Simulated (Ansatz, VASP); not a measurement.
## BaHfO3: VASP beside Ansatz

POSCAR

```
BaHfO3
1.0
    4.0935175954      0.0000000000      0.0000000000
    0.0000000000      4.0935175954      0.0000000000
    0.0000000000      0.0000000000      4.2222813319
Ba Hf O
1 1 3
Direct
    0.0000000000      0.0000000000      0.0000000000
    0.5000000000      0.5000000000      0.5000000000
    0.5000000000      0.5000000000      0.0000000000
    0.5000000000      0.0000000000      0.5000000000
    0.0000000000      0.5000000000      0.5000000000
```

File INCAR.step1:

```
SYSTEM = BaHfO3
ALGO = Normal
EDIFF = 1E-4
ENCUT = 520
GGA = PE
GGA_COMPAT = .False.
ISMEAR = 0
LASPH = .True.
LCHARG = .False.
LMAXMIX = 4
LREAL = .False.
LSORBIT = .True.
LWAVE = .True.
MAGMOM = 0 0 0 0 0 0 0 0 0 0 0 0 0 0 0
NBANDS = 53
NELM = 150
PREC = Accurate
SIGMA = 0.01
```

File INCAR.step2:

```
SYSTEM = BaHfO3
ALGO = Normal
EDIFF = 1E-6
ENCUT = 520
GGA_COMPAT = .False.
ISIF = 2
ISMEAR = 0
ISTART = 1
LASPH = .True.
LCHARG = .True.
LMAXMIX = 4
LMIXTAU = .True.
LORBIT = 11
LORBMOM = .True.
LREAL = .False.
LSORBIT = .True.
LVHAR = .True.
LWAVE = .False.
MAGMOM = 0 0 0 0 0 0 0 0 0 0 0 0 0 0 0
METAGGA = R2SCAN
NBANDS = 53
NELM = 150
PREC = Accurate
SIGMA = 0.01
```

File KPOINTS:

```
k-points
0
Gamma
  6 6 6
  0 0 0
```

Input for Ansatz:

```yaml
crystal:
  lattice:
    - [4.0935175954, 0.0, 0.0]
    - [0.0, 4.0935175954, 0.0]
    - [0.0, 0.0, 4.2222813319]
  atoms:
    - { symbol: Ba, position: [0.0, 0.0, 0.0] }
    - { symbol: Hf, position: [0.5, 0.5, 0.5] }
    - { symbol: O, position: [0.5, 0.5, 0.0] }
    - { symbol: O, position: [0.5, 0.0, 0.5] }
    - { symbol: O, position: [0.0, 0.5, 0.5] }
kpoints:
  mp_grid: { grid: [6, 6, 6] }
  band_path:
    path: [[0.0, 0.0, 0.0], [0.0, 0.5, 0.0], [0.5, 0.5, 0.0], [0.5, 0.5, 0.5]]
    npoints: 1
hamiltonian:
  xc: r2scan
scf:
  occupations: { method: fixed }
  n_extra_bands: 10
magnetization:
  noncollinear: true
  spin_orbit: true
output:
  forces: true
  stress: true
  eigenvalues: true
```

Change from the starting cell: epitaxial_xy strain -2.0%.

Alike in both runs: task single point; functional r2SCAN; k mesh 6 × 6 × 6; non-collinear spin, spin-orbit coupling.

|  | VASP | Ansatz |
| --- | --- | --- |
| version | VASP 6.6.1 | Ansatz 0.2.0 |
| potentials or method | VASP PAW PBE potentials, release 64 (Ba_sv, Hf_pv, O) | plane waves, PAW |
| plane-wave cutoff (eV) | 520 | 500 |
| occupations | gaussian, width 0.01 eV | fixed |
| valence electrons in the cell | 38 | 54 |

|  | VASP | Ansatz | Ansatz less VASP |
| --- | --- | --- | --- |
| pressure (GPa) | 5.1 | 5.5 | +0.39 |
| traceless stress, the component that is largest in VASP (GPa) | -5.62 | -5.66 | -0.033 |

VASP's potentials were made for PBE, not for r2SCAN. VASP's potentials hold 38 valence electrons a cell and Ansatz's 54, so a difference there can come from the potentials and not from the codes.
